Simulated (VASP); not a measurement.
# Sn (I4_1/amd) in VASP: further runs

Runs on Sn. Level: r2SCAN. Tasks: single point.

All numbers are computed with VASP 6.6.1; they aren't measurements. Logs are shortened: lines on timing, memory, paths and dates and some standing lists are left out, and cuts for length are marked.

### 1 The cell of the first run

It takes space group I4_1/amd (No. 141, tetragonal). Conventional cell: a = 4.643 Å, b = 4.643 Å, c = 6.172 Å, α = 90.00°, β = 90.00°, γ = 90.00°. Within 3.7 Å of Sn (site symmetry -4m2) lie 4 Sn at 2.79 Å.

### 2 Single point, r2SCAN (strain -0.0600 x Voigt [1, 0, 0, 0, 0, 0])

The input, POSCAR:

```
Sn
1.0
    0.0000000000      3.2831000381      3.2831000381
    3.0861140358      0.0000000000      3.2831000381
    3.0861140358      3.2831000381      0.0000000000
Sn
2
Direct
    0.5000000000      0.5000000000      0.5000000000
    0.7500000000      0.7500000000      0.7500000000
```

The input, INCAR.step1:

```
PREC = Accurate
ENCUT = 520
ISMEAR = 0
SIGMA = 0.15
LREAL = False
LASPH = True
NELM = 100
NBANDS = 21
GGA = PE
ALGO = Normal
EDIFF = 1E-4
LWAVE = True
LCHARG = False
```

The input, INCAR.step2:

```
PREC = Accurate
ENCUT = 520
EDIFF = 1E-6
ISMEAR = 0
SIGMA = 0.15
LREAL = False
LASPH = True
NELM = 100
ALGO = Normal
ISIF = 2
LWAVE = False
LCHARG = True
METAGGA = R2SCAN
LMIXTAU = True
LELF = True
LVHAR = True
NBANDS = 21
ISTART = 1
```

The input, KPOINTS:

```
regular mesh
0
Gamma
  16 16 16
```

Potentials or basis: VASP PAW PBE potentials, release 64 (Sn_d).

The run is started by

```console
$ cat potpaw_PBE.64/Sn_d/POTCAR > POTCAR
$ cp INCAR.step1 INCAR
$ mpirun -np 1 vasp_std > vasp.out
$ cp INCAR.step2 INCAR
$ mpirun -np 1 vasp_std > vasp.out
```

OUTCAR:

```text
PREC = Accurate
   ENCUT = 520
   EDIFF = 1E-6
   ISMEAR = 0
   LREAL = False
   LASPH = True
   NELM = 100
   ISIF = 2
   METAGGA = R2SCAN
   ISTART = 1

 ion  position               nearest neighbor table
   1  0.500  0.500  0.500-   2 2.79   2 2.79   2 2.79   2 2.79
   2  0.750  0.750  0.750-   1 2.79   1 2.79   1 2.79   1 2.79

  LATTYP: Found a body centered tetragonal cell.
 ALAT       =     4.6430046005
 C/A-ratio  =     1.3293607486

  Lattice vectors:

 A1 = (  -3.0861140358,   0.0000000000,  -3.2831000381)
 A2 = (  -3.0861140358,   0.0000000000,   3.2831000381)
 A3 = (   3.0861140358,   3.2831000381,   0.0000000000)

Analysis of symmetry for initial positions (statically):
=====================================================================
 Subroutine PRICEL returns:
 Original cell was already a primitive cell.

 Routine SETGRP: Setting up the symmetry group for a
 body centered tetragonal supercell.

 Subroutine GETGRP returns: Found 16 space group operations
 (whereof  8 operations were pure point group operations)
 out of a pool of 16 trial point group operations.

The static configuration has the point symmetry D_2d.
 The point group associated with its full space group is D_4h.

Analysis of symmetry for dynamics (positions and initial velocities):
=====================================================================
 Subroutine PRICEL returns:
 Original cell was already a primitive cell.

 Routine SETGRP: Setting up the symmetry group for a
 body centered tetragonal supercell.

 Subroutine GETGRP returns: Found 16 space group operations
 (whereof  8 operations were pure point group operations)
 out of a pool of 16 trial point group operations.

The dynamic configuration has the point symmetry D_2d.
 The point group associated with its full space group is D_4h.

 Subroutine INISYM returns: Found 16 space group operations
 (whereof  8 operations are pure point group operations),
 and found     1 'primitive' translations

----------------------------------------------------------------------------------------

                                     Primitive cell

  volume of cell :      66.5289

  direct lattice vectors                    reciprocal lattice vectors
     0.000000000  3.283100038  3.283100038    -0.162016048  0.152295085  0.152295085
     3.086114036  0.000000000  3.283100038     0.162016048 -0.152295085  0.152295085
     3.086114036  3.283100038  0.000000000     0.162016048  0.152295085 -0.152295085

  length of vectors
     4.643004601  4.505867919  4.505867919     0.269512125  0.269512125  0.269512125

  position of ions in fractional coordinates (direct lattice)
     0.500000000  0.500000000  0.500000000
     0.750000000  0.750000000  0.750000000

  ion indices of the primitive-cell ions
   primitive index   ion index
                 1           1
                 2           2

----------------------------------------------------------------------------------------

 KPOINTS: regular mesh

Automatic generation of k-mesh.
 Grid dimensions read from file:
 generate k-points for:   16   16   16

 Generating k-lattice:

  Cartesian coordinates                     Fractional coordinates (reciprocal lattice)
    -0.010126003  0.009518443  0.009518443     0.062500000  0.000000000  0.000000000
     0.010126003 -0.009518443  0.009518443     0.000000000  0.062500000 -0.000000000
     0.010126003  0.009518443 -0.009518443     0.000000000 -0.000000000  0.062500000

  Length of vectors
     0.016844508  0.016844508  0.016844508

  Shift w.r.t. Gamma in fractional coordinates (k-lattice)
     0.000000000  0.000000000  0.000000000

 Subroutine IBZKPT returns following result:
 ===========================================

 Found    349 irreducible k-points:

 Following reciprocal coordinates:
            Coordinates               Weight
  0.000000  0.000000  0.000000      1.000000
  0.062500  0.000000  0.000000      8.000000
  0.125000  0.000000  0.000000      8.000000
  0.187500  0.000000  0.000000      8.000000
  0.250000  0.000000  0.000000      8.000000
  0.312500  0.000000  0.000000      8.000000
[... 16 lines left out ...]
 -0.125000  0.062500  0.000000     16.000000
 -0.062500  0.062500  0.000000      8.000000
 [... further k-points ...]
   k-points           NKPTS =    349   k-points in BZ     NKDIM =    349   number of bands    NBANDS=     21
   number of dos      NEDOS =    301   number of ions     NIONS =      2
   total plane-waves  NPLWV =  46656
   dimension x,y,z NGX =    36 NGY =   36 NGZ =   36
   dimension x,y,z NGXF=    72 NGYF=   72 NGZF=   72
   ions per type =               2
   NGX,Y,Z   is equivalent  to a cutoff of  12.89, 13.28, 13.28 a.u.
   NGXF,Y,Z  is equivalent  to a cutoff of  25.78, 26.56, 26.56 a.u.
 SYSTEM =  unknown system
   PREC   = accura    normal or accurate (medium, high low for compatibility)
   ISTART =      1    job   : 0-new  1-cont  2-samecut
   ICHARG =      0    charge: 1-file 2-atom 10-const
   ISPIN  =      1    spin polarized calculation?
   LNONCOLLINEAR =      F non collinear calculations
   LSORBIT =      F    spin-orbit coupling
   LASPH  =      T    aspherical Exc in radial PAW
   ENCUT  =  520.0 eV  38.22 Ry    6.18 a.u.   8.63  8.38  8.38*2*pi/ulx,y,z
   NELM   =    100;   NELMIN=  2; NELMDL=  0     # of ELM steps
   EDIFF  = 0.1E-05   stopping-criterion for ELM
   LREAL  =      F    real-space projection
   EDIFFG = 0.1E-04   stopping-criterion for IOM
   NSW    =      0    number of steps for IOM
   IBRION =     -1    ionic relax: 0-MD 1-quasi-New 2-CG
   NFREE  =      0    steps in history (QN), initial steepest desc. (CG)
   ISIF   =      2    stress and relaxation
   ISYM   =      2    0-nonsym 1-usesym 2-fastsym
   POTIM  = 0.5000    time-step for ionic-motion
   TEBEG  =    0.0;   TEEND  =   0.0 temperature during run
   PSTRESS=    0.0 pullay stress
   NELECT =      28.0000    total number of electrons
   NUPDOWN=      -1.0000    fix difference up-down
   EMIN   =  10.00;   EMAX   =-10.00  energy-range for DOS
   EFERMI =   0.00;   METHOD = LEGACY
   ISMEAR =     0;   SIGMA  =   0.15  broadening in eV -4-tet -1-fermi 0-gaus
   EFERMI_NEDOS =   21; number of points for ismear=-14 and -15
   IALGO  =     38    algorithm
   IMIX   =      4    mixing-type and parameters
     AMIX     =   0.40;   BMIX     =  1.00
     AMIX_MAG =   1.60;   BMIX_MAG =  1.00
  volume/ion in A,a.u.               =      33.26       224.48
  Fermi-wavevector in a.u.,A,eV,Ry     =   1.226848  2.318407 20.478892  1.505156
  Thomas-Fermi vector in A             =   2.361834
   LORBIT       =      0    0 simple, 1 ext, 2 COOP (PROOUT), +10 PAW based schemes
   METAGGA = R2SCAN    functional components
   LHFCALC =     F    Hartree Fock is set to
   AEXX    =    0.0000 exact exchange contribution
   IVDW    =     0    specifies the selected vdW correction
   LEPSILON=     F    determine dielectric tensor
   LRPA    =     F    only Hartree local field effects (RPA)
 non-spin polarized calculation
 Gauss-broadening in eV      SIGMA  =   0.15
  energy-cutoff  :      520.00
  volume of cell :       66.53
 maximum number of plane-waves:      1819
   NGX = 17   NGY = 17   NGZ = 17

 number of electron      28.0000006 magnetization

 Free energy of the ion-electron system (eV)
  ---------------------------------------------------
  ext. energy  EPLUGINS =         0.00000000
  ---------------------------------------------------
  free energy    TOTEN  =       -49.43904929 eV

  energy without entropy =      -49.43845907  energy(sigma->0) =      -49.43875418

 E-fermi :   5.9757     XC(G=0):  -9.7231

 val. band max:        5.9159287063   @ k =   0.0625   0.0000   0.0000
 cond. band min:       6.0188165277   @ k =   0.5000   0.0000   0.0000
 fundamental gap:      0.1028878214
 Fermi energy:         5.9757007210

 k-point     1 :       0.0000    0.0000    0.0000
  band No.  band energies     occupation
      1     -16.6097      2.00000
      2     -16.5784      2.00000
      3     -16.5784      2.00000
      4     -16.5256      2.00000
      5     -16.5114      2.00000
      6     -16.1879      2.00000
[... 13 lines left out ...]
     20      13.6929      0.00000
     21      14.3249      0.00000

 k-point     2 :       0.0625    0.0000    0.0000
  band No.  band energies     occupation
      1     -16.6111      2.00000
      2     -16.5825      2.00000
      3     -16.5800      2.00000
      4     -16.5196      2.00000
      5     -16.5064      2.00000
      6     -16.1940      2.00000
[... 13 lines left out ...]
     20      13.3534      0.00000
     21      13.8443      0.00000

 k-point     3 :       0.1250    0.0000    0.0000
  band No.  band energies     occupation
      1     -16.6157      2.00000
      2     -16.5910      2.00000
      3     -16.5817      2.00000
      4     -16.5062      2.00000
      5     -16.4943      2.00000
      6     -16.2066      2.00000
[... 13 lines left out ...]
     20      12.9908      0.00000
     21      13.4168      0.00000

 k-point     4 :       0.1875    0.0000    0.0000
  band No.  band energies     occupation
      1     -16.6230      2.00000
      2     -16.5993      2.00000
      3     -16.5803      2.00000
      4     -16.4908      2.00000
      5     -16.4801      2.00000
      6     -16.2199      2.00000
[... 13 lines left out ...]
     20      12.8512      0.00000
     21      13.3140      0.00000

 k-point     5 :       0.2500    0.0000    0.0000
  band No.  band energies     occupation
      1     -16.6306      2.00000
      2     -16.6057      2.00000
      3     -16.5765      2.00000
      4     -16.4765      2.00000
      5     -16.4669      2.00000
      6     -16.2317      2.00000
[... 13 lines left out ...]
     20      13.0051      0.00000
     21      13.3518      0.00000

 k-point     6 :       0.3125    0.0000    0.0000
  band No.  band energies     occupation
      1     -16.6370      2.00000
      2     -16.6100      2.00000
      3     -16.5718      2.00000
      4     -16.4651      2.00000
      5     -16.4564      2.00000
      6     -16.2409      2.00000
[... 13 lines left out ...]
     20      13.4566      0.00000
     21      13.5345      0.00000

 k-point     7 :       0.3750    0.0000    0.0000
  band No.  band energies     occupation
      1     -16.6415      2.00000
      2     -16.6124      2.00000
      3     -16.5675      2.00000
      4     -16.4573      2.00000
      5     -16.4494      2.00000
      6     -16.2472      2.00000
[... 13 lines left out ...]
     20      14.0337      0.00000
     21      14.1402      0.00000
[... 291 lines left out ...]
      1     -16.6400      2.00000
      2     -16.6145      2.00000
      3     -16.5632      2.00000
      4     -16.4654      2.00000
      5     -16.4453      2.00000
      6     -16.2526      2.00000
[... 13 lines left out ...]
     20      13.2527      0.00000
     21      14.5079      0.00000

 k-point    21 :      -0.2500    0.0625    0.0000
  band No.  band energies     occupation
      1     -16.6341      2.00000
      2     -16.6087      2.00000
      3     -16.5702      2.00000
      4     -16.4764      2.00000
      5     -16.4548      2.00000
      6     -16.2452      2.00000
[... 13 lines left out ...]
     20      12.9636      0.00000
     21      13.8748      0.00000

 k-point    22 :      -0.1875    0.0625   -0.0000
  band No.  band energies     occupation
      1     -16.6266      2.00000
      2     -16.6010      2.00000
      3     -16.5772      2.00000
      4     -16.4893      2.00000
      5     -16.4682      2.00000
      6     -16.2343      2.00000
[... 13 lines left out ...]
     20      12.9422      0.00000
     21      13.5257      0.00000

 k-point    23 :      -0.1250    0.0625    0.0000
  band No.  band energies     occupation
      1     -16.6188      2.00000
      2     -16.5920      2.00000
      3     -16.5824      2.00000
      4     -16.5028      2.00000
      5     -16.4836      2.00000
      6     -16.2207      2.00000
[... 13 lines left out ...]
     20      12.7792      0.00000
     21      13.6041      0.00000

 k-point    24 :      -0.0625    0.0625    0.0000
  band No.  band energies     occupation
      1     -16.6129      2.00000
      2     -16.5840      2.00000
      3     -16.5836      2.00000
      4     -16.5142      2.00000
      5     -16.4980      2.00000
      6     -16.2062      2.00000
[... 13 lines left out ...]
     20      13.0443      0.00000
     21      13.9464      0.00000

 [... further k-points ...]

------------------------ aborting loop because EDIFF is reached ----------------------------------------

  FORCE on cell =-STRESS in cart. coord.  units (eV):
  Direction    XX          YY          ZZ          XY          YZ          ZX
  --------------------------------------------------------------------------------------
  -------------------------------------------------------------------------------------
  Total        1.7941419      0.9786349      0.9786349      0.0000000      0.0000000     -0.0000000
  in kB       43.2073047     23.5679115     23.5679115      0.0000000      0.0000000     -0.0000000
  external PRESSURE =      30.1143759 kB  Pullay stress =       0.0000000 kB

 VOLUME and BASIS-vectors are now :
 -----------------------------------------------------------------------------
  energy-cutoff  :      520.00
  volume of cell :       66.53
      direct lattice vectors                 reciprocal lattice vectors
     0.000000000  3.283100038  3.283100038    -0.162016048  0.152295085  0.152295085
     3.086114036  0.000000000  3.283100038     0.162016048 -0.152295085  0.152295085
     3.086114036  3.283100038  0.000000000     0.162016048  0.152295085 -0.152295085

 POSITION                                       TOTAL-FORCE (eV/Angst)
 -----------------------------------------------------------------------------------
      3.08611      3.28310      3.28310         0.000000      0.000000      0.000000
      4.62917      4.92465      4.92465        -0.000000     -0.000000     -0.000000
 -----------------------------------------------------------------------------------
    total drift:                                0.000000      0.000000      0.000000

  FREE ENERGIE OF THE ION-ELECTRON SYSTEM (eV)
  ---------------------------------------------------
  free  energy   TOTEN  =       -49.4390492851 eV

  energy  without entropy=      -49.4384590744  energy(sigma->0) =      -49.43875418
```

It took 11 min on 1 thread of Intel Xeon 6975P-C (Granite Rapids), shared host; peak memory 0.49 GiB.

Results:

- Free energy: -49.4390 eV
- Pressure: 3.0 GPa

Stress tensor (GPa, compression positive):
```
4.32 0.00 0.00
0.00 2.36 0.00
0.00 0.00 2.36
```

Caveat: the cell differs from its parent crystal (strain -0.0600 x Voigt [1, 0, 0, 0, 0, 0]); the cell stands under pressure; the PAW data sets were made with another functional, which shifts forces and pressure a little; spin-orbit coupling is left out, which moves the levels of the heavy elements.

### 3 Single point, r2SCAN (strain -0.0450 x Voigt [1, 0, 0, 0, 0, 0])

The input, POSCAR:

```
Sn
1.0
    0.0000000000      3.2831000381      3.2831000381
    3.1353605364      0.0000000000      3.2831000381
    3.1353605364      3.2831000381      0.0000000000
Sn
2
Direct
    0.5000000000      0.5000000000      0.5000000000
    0.7500000000      0.7500000000      0.7500000000
```

The input, INCAR.step1:

```
SYSTEM = Sn
PREC = Accurate
ENCUT = 520
ISMEAR = 0
SIGMA = 0.15
LREAL = .FALSE.
LASPH = .TRUE.
NELM = 80
NBANDS = 21
GGA = PE
ALGO = Normal
EDIFF = 1E-4
LWAVE = .TRUE.
LCHARG = .FALSE.
```

The input, INCAR.step2:

```
SYSTEM = Sn
PREC = Accurate
ENCUT = 520
EDIFF = 1E-6
ISMEAR = 0
SIGMA = 0.15
LREAL = .FALSE.
LASPH = .TRUE.
NELM = 80
ALGO = Normal
ISIF = 2
LWAVE = .FALSE.
LCHARG = .TRUE.
METAGGA = R2SCAN
LMIXTAU = .TRUE.
LELF = .TRUE.
LVHAR = .TRUE.
NBANDS = 21
ISTART = 1
```

The input, KPOINTS:

```
Automatic mesh
0
G
  16 16 16
  0 0 0
```

Potentials or basis: VASP PAW PBE potentials, release 64 (Sn_d).

The run is started by

```console
$ cat potpaw_PBE.64/Sn_d/POTCAR > POTCAR
$ cp INCAR.step1 INCAR
$ mpirun -np 1 vasp_std > vasp.out
$ cp INCAR.step2 INCAR
$ mpirun -np 1 vasp_std > vasp.out
```

It took 17 min on 1 thread of Intel Xeon Platinum 8259CL at 2.50GHz (Skylake/Cascade Lake), shared host; peak memory 0.51 GiB.

The run converged. Its results:

```yaml
Free_energy: -49.4644 eV
Pressure: 2.2 GPa
```

Stress tensor (GPa, compression positive):
```
3.17 0.00 0.00
0.00 1.65 0.00
0.00 0.00 1.65
```

Levels at points of the mesh, in eV from the Fermi level:
```
           k point  band 11  band 12  band 13  band 14  band 15  band 16  band 17  band 18
(0.00, 0.00, 0.00)   -11.29    -0.38    -0.18    -0.18     0.13     2.01     2.22     2.22
(0.50, 0.00, 0.00)    -9.55    -6.72    -1.54    -1.20     0.05     3.18     3.42     5.89
(0.50, 0.50, 0.00)    -8.04    -8.04    -2.70    -2.70     0.93     0.93     8.03     8.03
(0.00, 0.50, 0.50)    -7.86    -7.86    -2.97    -2.97     0.62     0.62     8.17     8.17
```

Caveat: the cell differs from its parent crystal (strain -0.0450 x Voigt [1, 0, 0, 0, 0, 0]); the PAW data sets were made with another functional, which shifts forces and pressure a little; spin-orbit coupling is left out, which moves the levels of the heavy elements.
